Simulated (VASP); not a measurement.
Ga: single point with PBE

Crystal: Ga.

```xyz
2
Lattice="4.5080 0.0000 0.0000 -2.2540 3.9041 0.0000 0.0000 0.0000 2.8016" Properties=species:S:1:pos:R:3 pbc="T T T"
Ga    0.0000    2.6027    1.4008
Ga    2.2540    1.3013    1.4008
```

| Quantity | Value |
| --- | --- |
| Program | VASP 6.6.1 |
| Task | single point |
| Functional | PBE |
| Potentials or basis | VASP PAW PBE potentials, release 64 (Ga_d) |
| Cutoff | 520 eV |
| k mesh | 7 × 7 × 10 |
| Occupations | fermi-dirac, width 0.05 eV |
| Spin | no spin polarisation |

- Pressure: -1.2 GPa
- Band gap on the k mesh: zero (band 13 reaches 5.57 eV, above the bottom of band 14 at 2.44 eV)

Stress tensor (GPa, compression positive):
```
-0.65  0.00  0.00
 0.00 -0.65  0.00
 0.00  0.00 -2.24
```

Levels at points of the mesh, in eV from the Fermi level:
```tsv
k point	band 11	band 12	band 13	band 14	band 15	band 16
(0.00, 0.00, 0.00)	-9.79	-1.65	-0.53	-0.53	3.16	3.16
(0.00, 0.00, 0.50)	-5.87	-3.54	2.41	2.41	2.69	3.12
```

It took 2.9 min on 1 thread of AMD EPYC 7R43 64-Core Processor (Zen 3), on a shared host, peak memory 0.18 GiB.
